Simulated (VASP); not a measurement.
# ZrSnTe4: single point with PBE

ZrSnTe4:

```
Zr Sn Te
1.0
     0.00000    4.40030    4.40030
     4.40030    0.00000    4.40030
     4.40030    4.40030    0.00000
Zr Sn Te
1 1 4
Direct
  0.25000 0.25000 0.25000
  0.00000 0.00000 0.00000
  0.62532 0.62532 0.62532
  0.62532 0.62532 0.12405
  0.62532 0.12405 0.62532
  0.12405 0.62532 0.62532
```

The cell was generated, and may not be a known phase.

```json
{
  "Program": "VASP 6.6.1",
  "Task": "single point",
  "Functional": "PBE",
  "Potentials or basis": "VASP PAW PBE potentials, release 64 (Zr_sv, Sn_d, Te)",
  "Cutoff": "520 eV",
  "k mesh": "4 × 4 × 4",
  "Occupations": "gaussian, width 0.1 eV",
  "Spin": "no spin polarisation"
}
```

| Quantity | Value |
| --- | --- |
| Pressure | 1.6 GPa |
| Largest force | 0.302 eV/Å |
| Band gap on the k mesh | zero (bands 25 and 26 overlap by 1.38 eV) |

Forces in eV/Å, atoms in the order of the input:
```
Zr   0.000  0.000  0.000
Sn   0.000  0.000  0.000
Te  -0.175 -0.175 -0.175
Te   0.175  0.175 -0.175
Te   0.175 -0.175  0.175
Te  -0.175  0.175  0.175
```

Levels at points of the mesh, in eV from the Fermi level:
```
           k point  band 22  band 23  band 24  band 25  band 26  band 27  band 28  band 29
(0.00, 0.00, 0.00)    -0.83    -0.83     0.41     1.04     1.04     1.04     1.27     1.27
(0.50, 0.00, 0.00)    -2.56    -2.55    -0.09     0.21     0.21     0.48     1.00     1.00
(0.50, 0.50, 0.00)    -2.61    -2.16    -1.79    -0.34    -0.34    -0.14     0.72     1.54
```

Run time: 41 s on 1 thread of Intel(R) Xeon(R) 6975P-C (Granite Rapids), with other jobs on the host, peak memory 0.33 GiB.

Caveat: spin-orbit coupling is left out, which moves the levels of the heavy elements.
